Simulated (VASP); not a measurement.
# HfCrSe4 (P2/m) in VASP: settings compared

Aim: see how the results for HfCrSe4 move with the level of theory and the settings. Levels: PBEsol, LDA. Tasks: single point.

Everything below comes from runs of VASP 6.6.1. Logs are shortened: lines on timing, memory, paths and dates and some standing lists are left out, and cuts for length are marked.

### Step 1. The cell of the first run

The structure is monoclinic, space group P2/m (No. 10). Conventional cell: a = 6.080 Å, b = 3.657 Å, c = 6.180 Å, α = 90.00°, β = 90.00°, γ = 90.00°. Within 3.4 Å of Se (site symmetry m) lie 1 Cr at 2.54 Å and 2 Hf at 2.60 Å. Se (site symmetry m) has 1 Hf at 2.54 Å and 2 Cr at 2.60 Å within 3.4 Å. Cr (site symmetry 2/m) has 6 Se at 2.54 to 2.60 Å within 3.4 Å. Hf (site symmetry 2/m) has 6 Se at 2.54 to 2.60 Å within 3.4 Å.

### Step 2. Single point, PBEsol

INCAR reads:

```
SYSTEM = HfCrSe4
  ALGO = Normal
  EDIFF = 1E-7
  ENCUT = 520
  GGA = PS
  ISIF = 2
  ISMEAR = -1
  LASPH = .True.
  LCHARG = .False.
  LREAL = .False.
  LWAVE = .False.
  NBANDS = 32
  NELM = 80
  PREC = Accurate
  SIGMA = 0.1
```

KPOINTS reads:

```
k-points
0
Gamma
  3 5 3
  0 0 0
```

POSCAR reads:

```
HfCrSe4
1.0
    6.0801940000      0.0000000000      0.0000000000
    0.0000000000      3.6570870000      0.0000000000
    0.0000000000      0.0000000000      6.1798690000
Se Cr Hf
4 1 1
Direct
    0.2500000000      0.0000000000      0.3300000000
    0.7500000000      0.0000000000      0.6700000000
    0.2500000000      0.5000000000      0.8300000000
    0.7500000000      0.5000000000      0.1700000000
    0.0000000000      0.0000000000      0.0000000000
    0.0000000000      0.5000000000      0.5000000000
```

Potentials or basis: VASP PAW PBE potentials, release 64 (Se, Cr_pv, Hf_pv).

Command:

```
> cat potpaw_PBE.64/Se/POTCAR potpaw_PBE.64/Cr_pv/POTCAR potpaw_PBE.64/Hf_pv/POTCAR > POTCAR
> mpirun -np 1 vasp_std > vasp.out
```

OUTCAR:

```text
SYSTEM = HfCrSe4
   EDIFF = 1E-7
   ENCUT = 520
   GGA = PS
   ISIF = 2
   ISMEAR = -1
   LASPH = .True.
   LREAL = .False.
   NELM = 80
   PREC = Accurate

 ion  position               nearest neighbor table
   1  0.250  0.000  0.330-   5 2.54   6 2.60   6 2.60
   2  0.750  0.000  0.670-   5 2.54   6 2.60   6 2.60
   3  0.250  0.500  0.830-   6 2.54   5 2.60   5 2.60
   4  0.750  0.500  0.170-   6 2.54   5 2.60   5 2.60
   5  0.000  0.000  0.000-   1 2.54   2 2.54   3 2.60   4 2.60   3 2.60   4 2.60
   6  0.000  0.500  0.500-   3 2.54   4 2.54   1 2.60   2 2.60   1 2.60   2 2.60

  LATTYP: Found a simple orthorhombic cell.
 ALAT       =     3.6570870000
 B/A-ratio  =     1.6625784402
 C/A-ratio  =     1.6898337393

  Lattice vectors:

 A1 = (   0.0000000000,  -3.6570870000,   0.0000000000)
 A2 = (   6.0801940000,   0.0000000000,   0.0000000000)
 A3 = (   0.0000000000,   0.0000000000,   6.1798690000)

Analysis of symmetry for initial positions (statically):
=====================================================================
 Subroutine PRICEL returns:
 Original cell was already a primitive cell.

 Routine SETGRP: Setting up the symmetry group for a
 simple orthorhombic supercell.

 Subroutine GETGRP returns: Found  4 space group operations
 (whereof  4 operations were pure point group operations)
 out of a pool of  8 trial point group operations.

The static configuration has the point symmetry C_2h.

Analysis of symmetry for dynamics (positions and initial velocities):
=====================================================================
 Subroutine PRICEL returns:
 Original cell was already a primitive cell.

 Routine SETGRP: Setting up the symmetry group for a
 simple orthorhombic supercell.

 Subroutine GETGRP returns: Found  4 space group operations
 (whereof  4 operations were pure point group operations)
 out of a pool of  8 trial point group operations.

The dynamic configuration has the point symmetry C_2h.

 Subroutine INISYM returns: Found  4 space group operations
 (whereof  4 operations are pure point group operations),
 and found     1 'primitive' translations

----------------------------------------------------------------------------------------

                                     Primitive cell

  volume of cell :     137.4143

  direct lattice vectors                    reciprocal lattice vectors
[... 86 lines left out ...]
   LREAL  =      F    real-space projection
   EDIFFG = 0.1E-05   stopping-criterion for IOM
   NSW    =      0    number of steps for IOM
   IBRION =     -1    ionic relax: 0-MD 1-quasi-New 2-CG
   NFREE  =      0    steps in history (QN), initial steepest desc. (CG)
   ISIF   =      2    stress and relaxation
   ISYM   =      2    0-nonsym 1-usesym 2-fastsym
   POTIM  = 0.5000    time-step for ionic-motion
   TEBEG  =    0.0;   TEEND  =   0.0 temperature during run
   PSTRESS=    0.0 pullay stress
   NELECT =      46.0000    total number of electrons
   NUPDOWN=      -1.0000    fix difference up-down
   EMIN   =  10.00;   EMAX   =-10.00  energy-range for DOS
   EFERMI =   0.00;   METHOD = LEGACY
   ISMEAR =    -1;   SIGMA  =   0.10  broadening in eV -4-tet -1-fermi 0-gaus
   EFERMI_NEDOS =   21; number of points for ismear=-14 and -15
   IALGO  =     38    algorithm
   IMIX   =      4    mixing-type and parameters
     AMIX     =   0.40;   BMIX     =  1.00
     AMIX_MAG =   1.60;   BMIX_MAG =  1.00
  volume/ion in A,a.u.               =      22.90       154.55
  Fermi-wavevector in a.u.,A,eV,Ry     =   1.136711  2.148073 17.580253  1.292112
  Thomas-Fermi vector in A             =   2.273416
   LORBIT       =      0    0 simple, 1 ext, 2 COOP (PROOUT), +10 PAW based schemes
   GGA     = PS    functional components
   LHFCALC =     F    Hartree Fock is set to
   AEXX    =    0.0000 exact exchange contribution
   IVDW    =     0    specifies the selected vdW correction
   LEPSILON=     F    determine dielectric tensor
   LRPA    =     F    only Hartree local field effects (RPA)
 non-spin polarized calculation
  energy-cutoff  :      520.00
  volume of cell :      137.41
 maximum number of plane-waves:      3713
 NGX is ok and might be reduce to    48
   NGX = 23   NGY = 13   NGZ = 23

 number of electron      45.9999998 magnetization

 Free energy of the ion-electron system (eV)
  ---------------------------------------------------
  ext. energy  EPLUGINS =         0.00000000
  ---------------------------------------------------
  free energy    TOTEN  =       -40.17620273 eV

  energy without entropy =      -39.93702410  energy(sigma->0) =      -40.05661341

 E-fermi :   3.6798     XC(G=0): -10.0156

 val. band max:        3.6728118434   @ k =   0.3333   0.4000   0.0000
 cond. band min:       3.7092341046   @ k =   0.3333   0.0000   0.0000
 fundamental gap:      0.0364222611
 Fermi energy:         3.6798364670

 k-point     1 :       0.0000    0.0000    0.0000
  band No.  band energies     occupation
      1     -39.5766      2.00000
      2     -39.5232      2.00000
      3     -39.4208      2.00000
      4     -27.1957      2.00000
      5     -27.1092      2.00000
      6     -27.0720      2.00000
[... 514 lines left out ...]
     31       8.6652      0.00000
     32       9.1064      0.00000

------------------------ aborting loop because EDIFF is reached ----------------------------------------

  FORCE on cell =-STRESS in cart. coord.  units (eV):
  Direction    XX          YY          ZZ          XY          YZ          ZX
  --------------------------------------------------------------------------------------
  -------------------------------------------------------------------------------------
  Total        0.1727635     -4.5654565     -3.2646370      0.0000000      0.0000000      1.7952314
  in kB        2.0143298    -53.2307752    -38.0639179      0.0000000      0.0000000     20.9314352
  external PRESSURE =     -29.7601211 kB  Pullay stress =       0.0000000 kB

 VOLUME and BASIS-vectors are now :
 -----------------------------------------------------------------------------
  energy-cutoff  :      520.00
  volume of cell :      137.41
      direct lattice vectors                 reciprocal lattice vectors
     6.080194000  0.000000000  0.000000000     0.164468436  0.000000000  0.000000000
     0.000000000  3.657087000  0.000000000     0.000000000  0.273441676  0.000000000
     0.000000000  0.000000000  6.179869000     0.000000000  0.000000000  0.161815728

 POSITION                                       TOTAL-FORCE (eV/Angst)
 -----------------------------------------------------------------------------------
      1.52005      0.00000      2.03936         0.500880     -0.000000     -0.926188
      4.56015      0.00000      4.14051        -0.500880     -0.000000      0.926188
      1.52005      1.82854      5.12929        -0.142080     -0.000000      1.521742
      4.56015      1.82854      1.05058         0.142080      0.000000     -1.521742
      0.00000      0.00000      0.00000         0.000000     -0.000000     -0.000000
      0.00000      1.82854      3.08993         0.000000     -0.000000     -0.000000
 -----------------------------------------------------------------------------------
    total drift:                               -0.000000      0.000000      0.000000

  FREE ENERGIE OF THE ION-ELECTRON SYSTEM (eV)
  ---------------------------------------------------
  free  energy   TOTEN  =       -40.1762027278 eV

  energy  without entropy=      -39.9370240985  energy(sigma->0) =      -40.05661341
```

OSZICAR:

```text
N       E                     dE             d eps       ncg     rms          rms(c)
DAV:   1     0.312974302437E+03    0.31297E+03   -0.22049E+04  1040   0.130E+03
DAV:   2    -0.205363334114E+02   -0.33351E+03   -0.31708E+03  1112   0.316E+02
DAV:   3    -0.453479280039E+02   -0.24812E+02   -0.23996E+02  1208   0.781E+01
DAV:   4    -0.459893632783E+02   -0.64144E+00   -0.63774E+00  1160   0.129E+01
[... 13 lines left out ...]
DAV:  18    -0.401762031038E+02    0.71887E-05   -0.19725E-05  1160   0.191E-02    0.177E-02
DAV:  19    -0.401762038130E+02   -0.70923E-06   -0.26700E-06  1232   0.783E-03    0.161E-02
DAV:  20    -0.401762032911E+02    0.52195E-06   -0.32425E-07  1136   0.280E-03    0.108E-02
DAV:  21    -0.401762027014E+02    0.58969E-06   -0.11614E-06  1112   0.555E-03    0.172E-03
DAV:  22    -0.401762027278E+02   -0.26397E-07   -0.10309E-07   632   0.182E-03
   1 F= -.40176203E+02 E0= -.40056613E+02  d E =-.239179E+00
```

stdout:

```text
POSCAR found type information on POSCAR SeCrHf
 POSCAR found :  3 types and       6 ions
 scaLAPACK will be used
 -----------------------------------------------------------------------------
|                                                                             |
|                                                                             |
|     You enforced a specific xc type in the INCAR file but a different       |
|     I HOPE YOU KNOW WHAT YOU ARE DOING!                                     |
|                                                                             |
 -----------------------------------------------------------------------------

 LDA part: xc-table for (Slater+PW92), standard interpolation
 POSCAR, INCAR and KPOINTS ok, starting setup
 FFT: planning ... GRIDC
 FFT: planning ... GRID_SOFT
 FFT: planning ... GRID
 WAVECAR not read
 entering main loop
```

Run time: 80 s. Hardware: 1 thread of Intel Xeon Platinum 8375C at 2.90GHz (Ice Lake), shared host; peak memory 0.27 GiB.

Results:

- Free energy: -40.1762 eV
- Pressure: -3.0 GPa
- Largest force: 1.528 eV/Å
- Band gap on the k mesh: zero (band 23 reaches 3.74 eV, above the bottom of band 24 at 3.64 eV)

Forces in eV/Å, atoms in the order of the input:
```
Se   0.501  0.000 -0.926
Se  -0.501  0.000  0.926
Se  -0.142  0.000  1.522
Se   0.142  0.000 -1.522
Cr   0.000  0.000  0.000
Hf   0.000  0.000  0.000
```

Caveat: the PAW data sets were made with another functional, which shifts forces and pressure a little; spin-orbit coupling is left out, which moves the levels of the heavy elements; this functional lacks dispersion, which binds the layers, so the pressure and a relaxed spacing across them are unreliable; the run has no spin polarisation, though such a crystal can be magnetic. Spin polarisation is off, so any magnetic state and its effect on volume and gap are missing.

### Step 3. Single point, PBEsol

INCAR reads:

```
SYSTEM = HfCrSe4
ALGO     = Normal         ! electronic algorithm
EDIFF    = 1E-6           ! SCF threshold, eV
ENCUT    = 520            ! plane-wave cutoff, eV
GGA      = PS             ! functional
ISIF     = 2              ! what is computed and relaxed
ISMEAR   = 1              ! smearing method
LASPH    = .True.         ! aspherical terms in the spheres
LCHARG   = .False.        ! write CHGCAR
LREAL    = .False.        ! projectors in reciprocal space
LWAVE    = .False.        ! write WAVECAR
NBANDS   = 32             ! bands
NELM     = 100            ! most SCF steps
PREC     = Accurate       ! precision mode
SIGMA    = 0.025          ! smearing width, eV
```

KPOINTS is that of step 2.

POSCAR is that of step 2.

Potentials or basis: VASP PAW PBE potentials, release 64 (Se, Cr_pv, Hf_pv).

Command:

```
> cat potpaw_PBE.64/Se/POTCAR potpaw_PBE.64/Cr_pv/POTCAR potpaw_PBE.64/Hf_pv/POTCAR > POTCAR
> mpirun -np 1 vasp_std > vasp.out
```

Wall time 82 s (1 thread of Intel Xeon Platinum 8375C at 2.90GHz (Ice Lake), shared host); peak memory 0.27 GiB.

It converged, with:

* Free energy: -40.0403 eV
* Pressure: -3.3 GPa
* Largest force: 1.553 eV/Å
* Band gap on the k mesh: zero (band 23 reaches 3.73 eV, above the bottom of band 24 at 3.65 eV)

Forces on the atoms (eV/Å):
```
Se   0.551  0.000 -0.914
Se  -0.551  0.000  0.914
Se  -0.103  0.000  1.549
Se   0.103  0.000 -1.549
Cr   0.000  0.000  0.000
Hf   0.000  0.000  0.000
```

Stress tensor (GPa, compression positive):
```
 0.20  0.00  2.28
 0.00 -5.98  0.00
 2.28  0.00 -4.12
```

Levels at points of the mesh, in eV from the Fermi level:
| k point | band 19 | band 20 | band 21 | band 22 | band 23 | band 24 | band 25 | band 26 | band 27 | band 28 |
| --- | --- | --- | --- | --- | --- | --- | --- | --- | --- | --- |
| (0.00, 0.00, 0.00) | -1.65 | -0.51 | -0.17 | -0.02 | 0.02 | 0.15 | 0.25 | 1.07 | 1.31 | 1.99 |

Caveat: the PAW data sets were made with another functional, which shifts forces and pressure a little; spin-orbit coupling is left out, which moves the levels of the heavy elements; this functional lacks dispersion, which binds the layers, so the pressure and a relaxed spacing across them are unreliable; the run has no spin polarisation, though such a crystal can be magnetic.

### Step 4. Single point, LDA

INCAR reads:

```
ALGO = Normal
EDIFF = 1E-6
ENCUT = 520
ISIF = 2
ISMEAR = -1
LASPH = T
LCHARG = T
LELF = T
LREAL = F
LVHAR = T
LWAVE = F
NBANDS = 32
NELM = 100
PREC = Accurate
SIGMA = 0.1
```

KPOINTS reads:

```
k-points
0
Gamma
  3 5 3
```

POSCAR is that of step 3.

Potentials or basis: VASP PAW LDA potentials, release 64 (Se, Cr_pv, Hf_pv).

Command:

```
> cat potpaw_LDA.64/Se/POTCAR potpaw_LDA.64/Cr_pv/POTCAR potpaw_LDA.64/Hf_pv/POTCAR > POTCAR
> mpirun -np 1 vasp_std > vasp.out
```

Run time: 67 s. Hardware: 1 thread of Intel Xeon Platinum 8375C at 2.90GHz (Ice Lake), shared host; peak memory 0.24 GiB.

The run converged. Its results:

```yaml
Free_energy: -41.8860 eV
Pressure: -5.2 GPa
Largest_force: 1.514 eV/Å
Band_gap_on_the_k_mesh: zero (band 23 reaches 3.82 eV, above the bottom of band 24 at 3.71 eV)
```

Forces on the atoms (eV/Å):
```
Se   0.305  0.000 -0.908
Se  -0.305  0.000  0.908
Se  -0.320  0.000  1.480
Se   0.320  0.000 -1.480
Cr   0.000  0.000  0.000
Hf   0.000  0.000  0.000
```

Stress tensor (GPa, compression positive):
```
-2.28  0.00  2.01
 0.00 -7.43  0.00
 2.01  0.00 -6.02
```

Levels at points of the mesh, in eV from the Fermi level:
| k point | band 19 | band 20 | band 21 | band 22 | band 23 | band 24 | band 25 | band 26 | band 27 | band 28 |
| --- | --- | --- | --- | --- | --- | --- | --- | --- | --- | --- |
| (0.00, 0.00, 0.00) | -1.60 | -0.46 | -0.15 | -0.04 | 0.07 | 0.19 | 0.29 | 1.05 | 1.33 | 1.99 |

Caveat: spin-orbit coupling is left out, which moves the levels of the heavy elements; the run has no spin polarisation, though such a crystal can be magnetic; forces of over 1 eV/Å act on the atoms, so gaps and moduli don't describe the material at rest. Spin polarisation is off, so any magnetic state and its effect on volume and gap are missing.

### Step 5. Summary

| level | potentials or basis | smearing | gap on the mesh (eV) | pressure (GPa) | largest force (eV/Å) |
| --- | --- | --- | --- | --- | --- |
| PBEsol | VASP PAW PBE potentials, release 64 (Se, Cr_pv, Hf_pv) | fermi-dirac 0.1 eV | none | -3.0 | 1.53 |
| PBEsol | VASP PAW PBE potentials, release 64 (Se, Cr_pv, Hf_pv) | methfessel-paxton 0.025 eV | none | -3.3 | 1.55 |
| LDA | VASP PAW LDA potentials, release 64 (Se, Cr_pv, Hf_pv) | fermi-dirac 0.1 eV | none | -5.2 | 1.51 |

Alike in all rows: task single point; no spin polarisation; cell as given; k mesh 3 × 5 × 3; cutoff (eV) 520.

Caveats: spin-orbit coupling is left out, which moves the levels of the heavy elements; the run has no spin polarisation, though such a crystal can be magnetic; the PAW data sets were made with another functional, which shifts forces and pressure a little (some runs); this functional lacks dispersion, which binds the layers, so the pressure and a relaxed spacing across them are unreliable (some runs); forces of over 1 eV/Å act on the atoms, so gaps and moduli don't describe the material at rest (some runs).

Absolute energies hang on the potentials; compare differences alone.
